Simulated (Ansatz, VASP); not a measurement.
Given: the input of a run of Ansatz 0.2.0 on Sb.

input.yaml

```yaml
crystal:
  lattice:
    - [2.1542, 1.2437279499, 3.758]
    - [-2.1542, 1.2437279499, 3.758]
    - [0.0, -2.4874558998, 3.758]
  atoms:
    - { symbol: Sb, position: [0.76651, 0.76651, 0.76651] }
    - { symbol: Sb, position: [0.23349, 0.23349, 0.23349] }
kpoints:
  mp_grid: { grid: [8, 8, 8] }
scf:
  occupations: { method: fermi_dirac, width: 0.05 }
hamiltonian:
  xc: revpbe
  dispersion: d4
  pseudopotentials: { kind: all_electron, lapw: { basis_error: 0.001 } }
output:
  forces: true
  stress: true
relax:
  f_tol: 0.01
  max_steps: 60
  cell: {}
```

Potentials or basis: all-electron LAPW, scalar-relativistic.

Command:

```sh
$ ansatz run input.yaml --threads 1 --pin off --max-ram 3072MiB --backend cpu --events-out ev --progress --plain --runs-dir out
```

Translate it to VASP 6.6.1. Potentials there: VASP PAW PBE potentials, release 64 (Sb).

As run (the cutoff follows the program's own potentials):

INCAR

```
SYSTEM = Sb
  ALGO = Normal
  EDIFF = 1E-6
  EDIFFG = -0.01
  ENCUT = 600
  GGA = RE
  IBRION = 2
  ISIF = 3
  ISMEAR = -1
  IVDW = 13
  LASPH = .TRUE.
  LCHARG = .FALSE.
  LREAL = .FALSE.
  LWAVE = .FALSE.
  NELM = 60
  NSW = 80
  PREC = Accurate
  SIGMA = 0.05
```

Contents of KPOINTS:

```
k-points
0
G
  8 8 8
  0 0 0
```

POSCAR

```
Sb
1.0
    2.1542000000      1.2437279499      3.7580000000
   -2.1542000000      1.2437279499      3.7580000000
    0.0000000000     -2.4874558998      3.7580000000
Sb
2
Direct
    0.7665100000      0.7665100000      0.7665100000
    0.2334900000      0.2334900000      0.2334900000
```

Potentials or basis: VASP PAW PBE potentials, release 64 (Sb).

Run with:

```bash
$ cat potpaw_PBE.64/Sb/POTCAR > POTCAR
$ mpirun -np 1 vasp_std > vasp.out
```

Both were run:

|  | VASP | Ansatz | Ansatz less VASP |
| --- | --- | --- | --- |
| relaxed volume (Å³/atom) | 29.19 | 29.25 | +0.061 |
| relaxed cell length with the largest relative difference (Å) | 4.402 | 4.409 | +0.0074 |

VASP's potentials were made for PBE, not for revPBE. Ansatz ran all-electron here, and VASP with PAW potentials.

Neither program's run includes spin-orbit coupling.
